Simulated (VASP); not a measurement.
Runs of VASP 6.6.1 on Ti. The structure is that of space group Im-3m (No. 229), or close to it. The cells are those of the table. This isn't the form of Ti at room conditions, which is hcp.

```csv
cell,k mesh,smearing,gap on the mesh (eV),pressure (GPa)
"a = 3.252 Å, 2 atoms",18 × 18 × 18,gaussian 0.15 eV,none,0.5
"a = 3.284, b = 3.284, c = 3.157 Å, 2 atoms",16 × 16 × 16,gaussian 0.1 eV,none,1.6
"a = 3.219, b = 3.219, c = 3.271 Å, 2 atoms",16 × 16 × 16,gaussian 0.1 eV,none,2.1
"a = 3.268, b = 3.268, c = 3.187 Å, 2 atoms",16 × 16 × 16,gaussian 0.1 eV,none,1.6
"a = 3.219, b = 3.219, c = 3.347 Å, 2 atoms",16 × 16 × 16,gaussian 0.1 eV,none,(a)
```

Alike in all rows: task single point; level r2SCAN; potentials or basis VASP PAW PBE potentials, release 64 (Ti_sv); no spin polarisation; cutoff (eV) 520.

Fill in the values left out.

(a) -0.5.

Caveats: the PAW data sets were made with another functional, which shifts forces and pressure a little.

A gap of «none» marks levels without a gap at the run's occupations.
